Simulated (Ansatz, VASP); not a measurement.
TiWN2: VASP beside Ansatz

```xyz
4
Lattice="2.8541 0.0000 0.0000 -1.4270 2.4717 0.0000 0.0000 0.0000 5.6400" Properties=species:S:1:pos:R:3 pbc="T T T"
Ti    0.0000    0.0000    0.0000
W     0.0000    0.0000    2.8200
N     0.0000    1.6478    1.3761
N     1.4270    0.8239    4.2639
```

Change from the starting cell: species swapped into the LiVS2 type (P-3m1, No. 164).

Alike in both runs: functional PBE; k mesh 6 × 6 × 4; occupations gaussian, width 0.1 eV; collinear spin.

Ansatz relaxed the structure, and its values are those at the end. VASP's run is a single point on that final structure, the one shown.

|  | VASP | Ansatz |
| --- | --- | --- |
| version | VASP 6.6.1 | Ansatz 0.2.0 |
| potentials or method | VASP PAW PBE potentials, release 64 (Ti_sv, W_sv, N), cutoff 520 eV | scalar-relativistic, plane waves, PAW |
| valence electrons in the cell | 36 | 36 |

Ansatz gave:

| Property | Result |
| --- | --- |
| gap on the k mesh at the Fermi level (eV) | none |
| pressure (GPa) | 0.0 |
| rms of the force components (eV/Å) | 0.000 |
| net moment per atom (μB) | 0.00 |

Task: Which values does VASP return?

Result: gap on the k mesh at the Fermi level (eV): none; pressure (GPa): 0.9; rms of the force components (eV/Å): 0.016; net moment per atom (μB): 0.00.

A gap of «none» marks a metal or a gap that the smearing closes. Ansatz's warnings: seeded moment not kept.

The k mesh is coarse, so the values compare programs but aren't converged. Spin-orbit coupling is off throughout.
